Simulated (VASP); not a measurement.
Input of a VASP 6.6.1 run:

INCAR

```
SYSTEM = W
  ALGO = Fast
  EDIFF = 1E-6
  ENCUT = 520
  GGA = PS
  ISIF = 2
  ISMEAR = 0
  LASPH = .True.
  LCHARG = .True.
  LELF = .True.
  LREAL = .False.
  LVHAR = .True.
  LWAVE = .False.
  NBANDS = 36
  NELM = 100
  PREC = Accurate
  SIGMA = 0.15
```

KPOINTS

```
k-points
0
Gamma
  18 18 5
  0 0 0
```

File POSCAR:

```
W
1.0
   -1.5973000000      1.5973000000     -1.5973000000
   -1.5973000000     -1.5973000000      1.5973000000
    0.0000000000      6.5659766953      6.5659766953
W
4
Direct
    0.0000000000      0.0000000000      0.8514422544
    0.5000000000      0.5000000000      0.1216346078
    0.0000000000      0.0000000000      0.3649038233
    0.5000000000      0.5000000000      0.6081730389
```

Potentials or basis: VASP PAW PBE potentials, release 64 (W_sv).

The run is started by

```sh
$ cat potpaw_PBE.64/W_sv/POTCAR > POTCAR
$ mpirun -np 1 vasp_std > vasp.out
```

Task: Predict the largest force.

Result: 1.211 eV/Å.

Task: What does it give for the pressure?

Result: -16.6 GPa.

Task: Predict the band gap on the k mesh.

Result: Zero (bands 28 and 29 overlap by 2.66 eV).

Stress tensor (GPa, compression positive):
```
-14.64   0.00   0.00
  0.00 -17.57  -2.70
  0.00  -2.70 -17.57
```

Caveat: the cell differs from its parent crystal (the distance across one plane changed); the cell stands under tension; the PAW data sets were made with another functional, which shifts forces and pressure a little; spin-orbit coupling is left out, which moves the levels of the heavy elements.
